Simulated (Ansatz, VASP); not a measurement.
# MgH2: VASP beside Ansatz

```
Mg H
1.0
     0.00000    2.38107    2.38107
     2.38107    0.00000    2.38107
     2.38107    2.38107    0.00000
Mg H
1 2
Direct
  0.01098 0.98478 0.99581
  0.75000 0.75000 0.75000
  0.25000 0.25000 0.25000
```

Alike in both runs: task single point; functional PBE; k mesh 12 × 12 × 12; occupations gaussian, width 0.05 eV; no spin polarisation.

```csv
,VASP,Ansatz
version,VASP 6.6.1,Ansatz 0.2.0
potentials or method,"VASP PAW PBE potentials, release 64 (Mg, H), cutoff 520 eV","scalar-relativistic, plane waves, PAW"
valence electrons in the cell,4,12
```

|  | VASP | Ansatz | Ansatz less VASP |
| --- | --- | --- | --- |
| gap on the k mesh at the Fermi level (eV) | none | none | - |
| pressure (GPa) | -0.5 | -0.1 | +0.40 |
| traceless stress, the component that is largest in VASP (GPa) | -0.05 | -0.05 | 0.000 |
| rms of the force components (eV/Å) | 0.062 | 0.061 | -0.0003 |

Atom by atom the forces differ by 0.000 eV/Å (rms over components). A gap of «none» marks a metal or a gap that the smearing closes. VASP's potentials hold 4 valence electrons a cell and Ansatz's 12, so a difference there can come from the potentials and not from the codes.
